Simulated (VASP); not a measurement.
# AlRu (rocksalt type) (Fm-3m) in VASP: notebook

Aim: see how the results for AlRu (rocksalt type) move with the level of theory and the settings. Levels: PBEsol, PBEsol+D3(BJ). Tasks: single point.

Program: VASP 6.6.1. These are calculated values, not measurements. Logs are shortened: lines on timing, memory, paths and dates and some standing lists are left out, and cuts for length are marked.

## 1. The cell of the first run

The structure is cubic, space group Fm-3m (No. 225). Conventional cell: a = 4.931 Å, b = 4.931 Å, c = 4.931 Å, α = 90.00°, β = 90.00°, γ = 90.00°. Within 3.3 Å of Ru (site symmetry m-3m) lie 6 Al at 2.47 Å. Within 3.3 Å of Al (site symmetry m-3m) lie 6 Ru at 2.47 Å.

## 2. Single point, PBEsol

The input, INCAR:

```
  PREC = Accurate
  ENCUT = 520
  EDIFF = 1E-7
  ISMEAR = -1
  SIGMA = 0.05
  LREAL = False
  LASPH = True
  NELM = 100
  ALGO = Normal
  ISIF = 2
  LWAVE = False
  LCHARG = False
  GGA = PS
  NBANDS = 16
```

The input, KPOINTS:

```
Automatic mesh
0
Gamma
  14 14 14
```

The input, POSCAR:

```
AlRu
1.0
    0.0000000000      2.4652521859      2.4652521859
    2.4652521859      0.0000000000      2.4652521859
    2.4652521859      2.4652521859      0.0000000000
Ru Al
1 1
Direct
    0.0000000000      0.0000000000      0.0000000000
    0.5000000000      0.5000000000      0.5000000000
```

Potentials or basis: VASP PAW PBE potentials, release 64 (Ru_pv, Al).

The run is started by

```
cat potpaw_PBE.64/Ru_pv/POTCAR potpaw_PBE.64/Al/POTCAR > POTCAR
mpirun -np 1 vasp_std > vasp.out
```

OUTCAR:

```text
PREC = Accurate
   ENCUT = 520
   EDIFF = 1E-7
   ISMEAR = -1
   LREAL = False
   LASPH = True
   NELM = 100
   ISIF = 2
   GGA = PS

 ion  position               nearest neighbor table
   1  0.000  0.000  0.000-   2 2.47   2 2.47   2 2.47   2 2.47   2 2.47   2 2.47
   2  0.500  0.500  0.500-   1 2.47   1 2.47   1 2.47   1 2.47   1 2.47   1 2.47

  LATTYP: Found a face centered cubic cell.
 ALAT       =     4.9305043718

  Lattice vectors:

 A1 = (   0.0000000000,   2.4652521859,   2.4652521859)
 A2 = (   2.4652521859,   0.0000000000,   2.4652521859)
 A3 = (   2.4652521859,   2.4652521859,   0.0000000000)

Analysis of symmetry for initial positions (statically):
=====================================================================
 Subroutine PRICEL returns:
 Original cell was already a primitive cell.

 Routine SETGRP: Setting up the symmetry group for a
 face centered cubic supercell.

 Subroutine GETGRP returns: Found 48 space group operations
 (whereof 48 operations were pure point group operations)
 out of a pool of 48 trial point group operations.

The static configuration has the point symmetry O_h .

Analysis of symmetry for dynamics (positions and initial velocities):
=====================================================================
 Subroutine PRICEL returns:
 Original cell was already a primitive cell.

 Routine SETGRP: Setting up the symmetry group for a
 face centered cubic supercell.

 Subroutine GETGRP returns: Found 48 space group operations
 (whereof 48 operations were pure point group operations)
 out of a pool of 48 trial point group operations.

The dynamic configuration has the point symmetry O_h .

 Subroutine INISYM returns: Found 48 space group operations
 (whereof 48 operations are pure point group operations),
 and found     1 'primitive' translations

----------------------------------------------------------------------------------------

                                     Primitive cell

  volume of cell :      29.9650

  direct lattice vectors                    reciprocal lattice vectors
     0.000000000  2.465252186  2.465252186    -0.202819007  0.202819007  0.202819007
     2.465252186  0.000000000  2.465252186     0.202819007 -0.202819007  0.202819007
     2.465252186  2.465252186  0.000000000     0.202819007  0.202819007 -0.202819007

  length of vectors
     3.486393076  3.486393076  3.486393076     0.351292825  0.351292825  0.351292825

  position of ions in fractional coordinates (direct lattice)
[... 79 lines left out ...]
   EDIFF  = 0.1E-06   stopping-criterion for ELM
   LREAL  =      F    real-space projection
   EDIFFG = 0.1E-05   stopping-criterion for IOM
   NSW    =      0    number of steps for IOM
   IBRION =     -1    ionic relax: 0-MD 1-quasi-New 2-CG
   NFREE  =      0    steps in history (QN), initial steepest desc. (CG)
   ISIF   =      2    stress and relaxation
   ISYM   =      2    0-nonsym 1-usesym 2-fastsym
   POTIM  = 0.5000    time-step for ionic-motion
   TEBEG  =    0.0;   TEEND  =   0.0 temperature during run
   PSTRESS=    0.0 pullay stress
   NELECT =      17.0000    total number of electrons
   NUPDOWN=      -1.0000    fix difference up-down
   EMIN   =  10.00;   EMAX   =-10.00  energy-range for DOS
   EFERMI =   0.00;   METHOD = LEGACY
   ISMEAR =    -1;   SIGMA  =   0.05  broadening in eV -4-tet -1-fermi 0-gaus
   EFERMI_NEDOS =   21; number of points for ismear=-14 and -15
   IALGO  =     38    algorithm
   IMIX   =      4    mixing-type and parameters
     AMIX     =   0.40;   BMIX     =  1.00
     AMIX_MAG =   1.60;   BMIX_MAG =  1.00
  volume/ion in A,a.u.               =      14.98       101.11
  Fermi-wavevector in a.u.,A,eV,Ry     =   1.355251  2.561053 24.989898  1.836706
  Thomas-Fermi vector in A             =   2.482354
   LORBIT       =      0    0 simple, 1 ext, 2 COOP (PROOUT), +10 PAW based schemes
   GGA     = PS    functional components
   LHFCALC =     F    Hartree Fock is set to
   AEXX    =    0.0000 exact exchange contribution
   IVDW    =     0    specifies the selected vdW correction
   LEPSILON=     F    determine dielectric tensor
   LRPA    =     F    only Hartree local field effects (RPA)
 non-spin polarized calculation
  energy-cutoff  :      520.00
  volume of cell :       29.96
 maximum number of plane-waves:       869
 NGX is ok and might be reduce to    28
   NGX = 13   NGY = 13   NGZ = 13

 number of electron      16.9999998 magnetization

 Free energy of the ion-electron system (eV)
  ---------------------------------------------------
  ext. energy  EPLUGINS =         0.00000000
  ---------------------------------------------------
  free energy    TOTEN  =       -13.82747558 eV

  energy without entropy =      -13.80862479  energy(sigma->0) =      -13.81805018

 E-fermi :   9.3205     XC(G=0): -12.0250

 val. band max:        9.3082429898   @ k =  -0.3571   0.4286   0.1429
 cond. band min:       9.3212092784   @ k =  -0.4286   0.4286   0.0714
 fundamental gap:      0.0129662886
 Fermi energy:         9.3204721782

 k-point     1 :       0.0000    0.0000    0.0000
  band No.  band energies     occupation
      1     -32.4866      2.00000
      2     -32.4866      2.00000
      3     -32.4866      2.00000
      4       0.1256      2.00000
      5       7.2263      2.00000
      6       7.2263      2.00000
[... 433 lines left out ...]
      3     -32.4973      2.00000
      4       1.5967      2.00000
      5       6.3840      2.00000
      6       6.5806      2.00000
[... 8 lines left out ...]
     15      21.8012      0.00000
     16      21.8513      0.00000

 [... further k-points ...]

------------------------ aborting loop because EDIFF is reached ----------------------------------------

  FORCE on cell =-STRESS in cart. coord.  units (eV):
  Direction    XX          YY          ZZ          XY          YZ          ZX
  --------------------------------------------------------------------------------------
  -------------------------------------------------------------------------------------
  Total        0.0230674      0.0230674      0.0230674      0.0000000      0.0000000      0.0000000
  in kB        1.2333727      1.2333727      1.2333727      0.0000000      0.0000000      0.0000000
  external PRESSURE =       1.2333727 kB  Pullay stress =       0.0000000 kB

 VOLUME and BASIS-vectors are now :
 -----------------------------------------------------------------------------
  energy-cutoff  :      520.00
  volume of cell :       29.96
      direct lattice vectors                 reciprocal lattice vectors
     0.000000000  2.465252186  2.465252186    -0.202819007  0.202819007  0.202819007
     2.465252186  0.000000000  2.465252186     0.202819007 -0.202819007  0.202819007
     2.465252186  2.465252186  0.000000000     0.202819007  0.202819007 -0.202819007

 POSITION                                       TOTAL-FORCE (eV/Angst)
 -----------------------------------------------------------------------------------
      0.00000      0.00000      0.00000         0.000000      0.000000      0.000000
      2.46525      2.46525      2.46525         0.000000     -0.000000     -0.000000
 -----------------------------------------------------------------------------------
    total drift:                               -0.000000     -0.000000      0.000000

  FREE ENERGIE OF THE ION-ELECTRON SYSTEM (eV)
  ---------------------------------------------------
  free  energy   TOTEN  =       -13.8274755752 eV

  energy  without entropy=      -13.8086247881  energy(sigma->0) =      -13.81805018
```

Run time: 79 s. Hardware: 1 thread of Intel Xeon 8259CL, shared host; peak memory 0.19 GiB.

Results:

```yaml
Free_energy: -13.8275 eV
Pressure: 0.1 GPa
```

Caveat: the PAW data sets were made with another functional, which shifts forces and pressure a little.

## 3. Single point, PBEsol+D3(BJ)

The input, INCAR:

```
SYSTEM = AlRu
PREC = Accurate
ENCUT = 520
EDIFF = 1E-6
ISMEAR = -1
SIGMA = 0.05
LREAL = .False.
LASPH = .True.
NELM = 100
ALGO = Normal
ISIF = 2
LWAVE = .False.
LCHARG = .False.
GGA = PS
IVDW = 12
NBANDS = 16
```

The input, KPOINTS:

```
Automatic mesh
0
Gamma
  14 14 14
  0 0 0
```

POSCAR is that of step 2.

Potentials or basis: VASP PAW PBE potentials, release 64 (Ru_pv, Al).

The run is started by

```
cat potpaw_PBE.64/Ru_pv/POTCAR potpaw_PBE.64/Al/POTCAR > POTCAR
mpirun -np 1 vasp_std > vasp.out
```

OUTCAR:

```text
SYSTEM = AlRu
   PREC = Accurate
   ENCUT = 520
   EDIFF = 1E-6
   ISMEAR = -1
   LREAL = .False.
   LASPH = .True.
   NELM = 100
   ISIF = 2
   GGA = PS
   IVDW = 12
 IVDW          = 12

 ion  position               nearest neighbor table
   1  0.000  0.000  0.000-   2 2.47   2 2.47   2 2.47   2 2.47   2 2.47   2 2.47
   2  0.500  0.500  0.500-   1 2.47   1 2.47   1 2.47   1 2.47   1 2.47   1 2.47

  LATTYP: Found a face centered cubic cell.
 ALAT       =     4.9305043718

  Lattice vectors:

 A1 = (   0.0000000000,   2.4652521859,   2.4652521859)
 A2 = (   2.4652521859,   0.0000000000,   2.4652521859)
 A3 = (   2.4652521859,   2.4652521859,   0.0000000000)

Analysis of symmetry for initial positions (statically):
=====================================================================
 Subroutine PRICEL returns:
 Original cell was already a primitive cell.

 Routine SETGRP: Setting up the symmetry group for a
 face centered cubic supercell.

 Subroutine GETGRP returns: Found 48 space group operations
 (whereof 48 operations were pure point group operations)
 out of a pool of 48 trial point group operations.

The static configuration has the point symmetry O_h .
[... 160 lines left out ...]

 E-fermi :   9.3205     XC(G=0): -12.0250

 val. band max:        9.3082280602   @ k =  -0.3571   0.4286   0.1429
 cond. band min:       9.3211942746   @ k =  -0.4286   0.4286   0.0714
 fundamental gap:      0.0129662143
 Fermi energy:         9.3204580928

 k-point     1 :       0.0000    0.0000    0.0000
  band No.  band energies     occupation
      1     -32.4866      2.00000
      2     -32.4866      2.00000
      3     -32.4866      2.00000
      4       0.1256      2.00000
      5       7.2263      2.00000
      6       7.2263      2.00000
[... 433 lines left out ...]
      3     -32.4973      2.00000
      4       1.5967      2.00000
      5       6.3840      2.00000
      6       6.5806      2.00000
[... 8 lines left out ...]
     15      21.8012      0.00000
     16      21.8512      0.00000

 [... further k-points ...]

------------------------ aborting loop because EDIFF is reached ----------------------------------------

 Edisp (eV)   -0.86775

 E8    (eV) :    -0.5874

  FORCE on cell =-STRESS in cart. coord.  units (eV):
  Direction    XX          YY          ZZ          XY          YZ          ZX
  --------------------------------------------------------------------------------------
  -------------------------------------------------------------------------------------
  Total      -0.86830    -0.86830    -0.86830     0.00000     0.00000    -0.00000
  in kB     -46.42628   -46.42628   -46.42628     0.00000     0.00000    -0.00000
  external pressure =      -46.43 kB  Pullay stress =        0.00 kB

 VOLUME and BASIS-vectors are now :
 -----------------------------------------------------------------------------
  energy-cutoff  :      520.00
  volume of cell :       29.96
      direct lattice vectors                 reciprocal lattice vectors
     0.000000000  2.465252186  2.465252186    -0.202819007  0.202819007  0.202819007
     2.465252186  0.000000000  2.465252186     0.202819007 -0.202819007  0.202819007
     2.465252186  2.465252186  0.000000000     0.202819007  0.202819007 -0.202819007

 POSITION                                       TOTAL-FORCE (eV/Angst)
 -----------------------------------------------------------------------------------
      0.00000      0.00000      0.00000        -0.000000      0.000000      0.000000
      2.46525      2.46525      2.46525         0.000000      0.000000     -0.000000
 -----------------------------------------------------------------------------------
    total drift:                               -0.000000     -0.000000      0.000000

  FREE ENERGIE OF THE ION-ELECTRON SYSTEM (eV)
  ---------------------------------------------------
  free  energy   TOTEN  =       -14.6952243261 eV

  energy  without entropy=      -14.6763735489  energy(sigma->0) =      -14.68579894
```

OSZICAR:

```text
N       E                     dE             d eps       ncg     rms          rms(c)
DAV:   1     0.112547537286E+03    0.11255E+03   -0.88408E+03  3352   0.972E+02
DAV:   2    -0.124495155203E+02   -0.12500E+03   -0.11867E+03  3856   0.282E+02
DAV:   3    -0.141498695760E+02   -0.17004E+01   -0.16940E+01  4184   0.349E+01
DAV:   4    -0.141606965692E+02   -0.10827E-01   -0.10826E-01  4144   0.297E+00
DAV:   5    -0.141608903110E+02   -0.19374E-03   -0.19373E-03  4424   0.365E-01    0.101E+01
DAV:   6    -0.138778336072E+02    0.28306E+00   -0.12714E+00  3848   0.120E+01    0.231E+00
DAV:   7    -0.138324664360E+02    0.45367E-01   -0.12967E-01  3584   0.390E+00    0.213E+00
DAV:   8    -0.138276065773E+02    0.48599E-02   -0.10898E-02  3936   0.546E-01    0.242E-01
DAV:   9    -0.138274836496E+02    0.12293E-03   -0.59868E-04  4440   0.237E-01    0.123E-01
DAV:  10    -0.138274777379E+02    0.59117E-05   -0.45564E-05  3944   0.651E-02    0.136E-02
DAV:  11    -0.138274759242E+02    0.18138E-05   -0.81644E-07  3856   0.795E-03    0.106E-02
DAV:  12    -0.138274754974E+02    0.42680E-06   -0.60311E-08  2552   0.220E-03
   1 F= -.14695224E+02 E0= -.14685799E+02  d E =-.188508E-01
```

Run time: 75 s. Hardware: 1 thread of Intel Xeon 8259CL, shared host; peak memory 0.2 GiB.

What came out:

* Free energy: -14.6952 eV
* Pressure: -4.6 GPa
* Dispersion energy per atom: -0.434 eV

Caveat: three body term missing; the PAW data sets were made with another functional, which shifts forces and pressure a little; pairwise dispersion overbinds metals, which lowers pressure and volume.
